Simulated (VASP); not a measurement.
Write the native input for VASP 6.6.1 that does the following.

| Quantity | Value |
| --- | --- |
| Task | single point |
| Functional | PBE |
| Potentials or basis | VASP PAW PBE potentials, release 64 (Mg, O) |
| Cutoff | 600 eV |
| k mesh | 6 × 6 × 6 |
| Occupations | gaussian, width 0.01 eV |
| Spin | no spin polarisation |
| Dipole correction | no |
| Further INCAR settings | ALGO = Normal; EDIFF = 1e-06; NBANDS = 11 |

The structure of MgO lies in POSCAR:

```
MgO
1.0
   -0.0943766280      2.2789092612      2.2789092612
    2.2789092612     -0.0943766280      2.2789092612
    2.2789092612      2.2789092612     -0.0943766280
Mg O
1 1
Direct
   -0.0035052988     -0.0035052988     -0.0035052988
    0.2535052988      0.2535052988      0.2535052988
```

This cell differs from its parent crystal: epitaxial 111 strain +4.0%.

The input as run:

INCAR

```
PREC     = Accurate       # precision mode
ENCUT    = 600            # plane-wave cutoff, eV
EDIFF    = 1E-6           # SCF threshold, eV
ISMEAR   = 0              # smearing method
SIGMA    = 0.01           # smearing width, eV
LREAL    = False          # projectors in reciprocal space
LASPH    = True           # aspherical terms in the spheres
NELM     = 120            # most SCF steps
ALGO     = Normal         # electronic algorithm
ISIF     = 2              # what is computed and relaxed
LWAVE    = False          # write WAVECAR
LCHARG   = False          # write CHGCAR
GGA      = PE             # functional
NBANDS   = 11             # bands
GGA_COMPAT= False
```

KPOINTS

```
Automatic mesh
0
Gamma
  6 6 6
```

Potentials or basis: VASP PAW PBE potentials, release 64 (Mg, O).

Launch:

```console
$ cat potpaw_PBE.64/Mg/POTCAR potpaw_PBE.64/O/POTCAR > POTCAR
$ mpirun -np 1 vasp_std > vasp.out
```

It gave:

| Item | Value |
| --- | --- |
| Pressure | -3.3 GPa |
| Largest force | 0.029 eV/Å |
| Band gap on the k mesh | 3.10 eV, direct |

Caveat: the cell differs from its parent crystal (epitaxial 111 strain +4.0%).

Wall time 11 s on 1 thread of Intel(R) Xeon(R) Platinum 8259CL CPU @ 2.50GHz (Skylake/Cascade Lake), with other jobs on the host, peak memory 0.16 GiB.
